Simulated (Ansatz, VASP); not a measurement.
This is a calculation of BeTe for Ansatz 0.2.0.

input.yaml

```yaml
crystal:
  lattice:
    - [0.0, 2.77, 2.77]
    - [2.77, 0.0, 2.77]
    - [2.77, 2.77, 0.0]
  atoms:
    - { symbol: Te, position: [0.75, 0.75, 0.75] }
    - { symbol: Be, position: [0.0, 0.0, 0.0] }
kpoints:
  mp_grid: { grid: [8, 8, 8] }
scf:
  occupations: { method: gaussian, width: 0.017 }
hamiltonian:
  xc: pbe
  pseudopotentials: { kind: all_electron, lapw: { basis_error: 0.001 } }
output:
  forces: true
  stress: true
  eigenvalues: true
```

Potentials or basis: all-electron LAPW, scalar-relativistic.

Launch:

```sh
$ ansatz run input.yaml --threads 1 --pin off --max-ram 3072MiB --backend cpu --events-out ev --progress --plain --runs-dir out
```

Problem. Translate it to VASP 6.6.1. Potentials there: VASP PAW PBE potentials, release 64 (Te, Be).

Solution. As run (the cutoff follows the program's own potentials):

File INCAR:

```
ALGO = Normal
EDIFF = 1E-6
ENCUT = 520
GGA = PE
ISIF = 2
ISMEAR = 0
LASPH = T
LCHARG = T
LELF = T
LREAL = F
LVHAR = T
LWAVE = F
NBANDS = 11
NELM = 80
PREC = Accurate
SIGMA = 0.017
```

KPOINTS

```
k-points
0
Gamma
  8 8 8
```

Contents of POSCAR:

```
BeTe
1.0
    0.0000000000      2.7700000000      2.7700000000
    2.7700000000      0.0000000000      2.7700000000
    2.7700000000      2.7700000000      0.0000000000
Te Be
1 1
Direct
    0.7500000000      0.7500000000      0.7500000000
    0.0000000000      0.0000000000      0.0000000000
```

Potentials or basis: VASP PAW PBE potentials, release 64 (Te, Be).

Command:

```console
$ cat potpaw_PBE.64/Te/POTCAR potpaw_PBE.64/Be/POTCAR > POTCAR
$ mpirun -np 1 vasp_std > vasp.out
```

Both were run:

|  | VASP | Ansatz | Ansatz less VASP |
| --- | --- | --- | --- |
| gap on the k mesh at the Fermi level (eV) | 1.85 | 1.86 | +0.016 |
| least direct gap on the mesh (eV) | 3.56 | 3.59 | +0.022 |
| pressure (GPa) | 4.5 | 4.3 | -0.18 |

Ansatz ran all-electron here, and VASP with PAW potentials.

Neither program's run includes spin-orbit coupling.
